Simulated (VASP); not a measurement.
Write the native input for VASP 6.6.1 that does the following.

| Item | Value |
| --- | --- |
| Task | relaxation of the atoms |
| Functional | PBE |
| Potentials or basis | VASP PAW PBE potentials, release 64 (Si, N) |
| Cutoff | 520 eV |
| k mesh | 4 × 4 × 9 |
| Occupations | fermi-dirac, width 0.02 eV |
| Spin | no spin polarisation |
| Dipole correction | no |
| Further INCAR settings | ALGO = Normal; EDIFF = 1e-06; IBRION = 2; EDIFFG = -0.02; NSW = 80 |

The structure of Si3N4 lies in POSCAR:

```
Si3N4
1.0
    7.6170000000      0.0000000000      0.0000000000
   -3.8085000000      6.5965155006      0.0000000000
    0.0000000000      0.0000000000      2.8259980000
Si N
6 8
Direct
    0.1740483666      0.7679428916      0.2500000000
    0.4061054750      0.1740483666      0.7500000000
    0.2320571084      0.4061054750      0.2500000000
    0.8259516334      0.2320571084      0.7500000000
    0.5938945250      0.8259516334      0.2500000000
    0.7679428916      0.5938945250      0.7500000000
    0.3333333333      0.6666666667      0.2500000000
    0.6666666667      0.3333333333      0.7500000000
    0.3297879503      0.0300001295      0.2500000000
    0.2997878208      0.3297879503      0.7500000000
    0.9699998705      0.2997878208      0.2500000000
    0.6702120497      0.9699998705      0.7500000000
    0.7002121792      0.6702120497      0.2500000000
    0.0300001295      0.7002121792      0.7500000000
```

This cell differs from its parent crystal: z stretched by -3 %.

One way to write it, as run:

INCAR

```
SYSTEM = Si3N4
PREC = Accurate
ENCUT = 520
EDIFF = 1E-6
ISMEAR = -1
SIGMA = 0.02
LREAL = .FALSE.
LASPH = .TRUE.
NELM = 100
ALGO = Normal
ISIF = 2
LWAVE = .FALSE.
LCHARG = .FALSE.
GGA = PE
IBRION = 2
NSW = 80
EDIFFG = -0.02
```

KPOINTS

```
Automatic mesh
0
G
  4 4 9
  0 0 0
```

Potentials or basis: VASP PAW PBE potentials, release 64 (Si, N).

The run is started by

```console
$ cat potpaw_PBE.64/Si/POTCAR potpaw_PBE.64/N/POTCAR > POTCAR
$ mpirun -np 1 vasp_std > vasp.out
```

Results of the run:

```
Energy gained by relaxing    : 2.9 meV/atom
Ionic steps                  : 9
Pressure after relaxing      : 12.1 GPa
Largest force after relaxing : 0.014 eV/Å
Band gap on the k mesh       : 4.55 eV (least direct gap 4.91 eV)
```

Caveat: the cell differs from its parent crystal (z stretched by -3 %); an odd mesh through Γ misses points on the zone boundary, where band edges can lie.

Wall time 15 min on 1 thread of Oxide Virtual Turin-like Processor (shared host), peak memory 0.29 GiB.
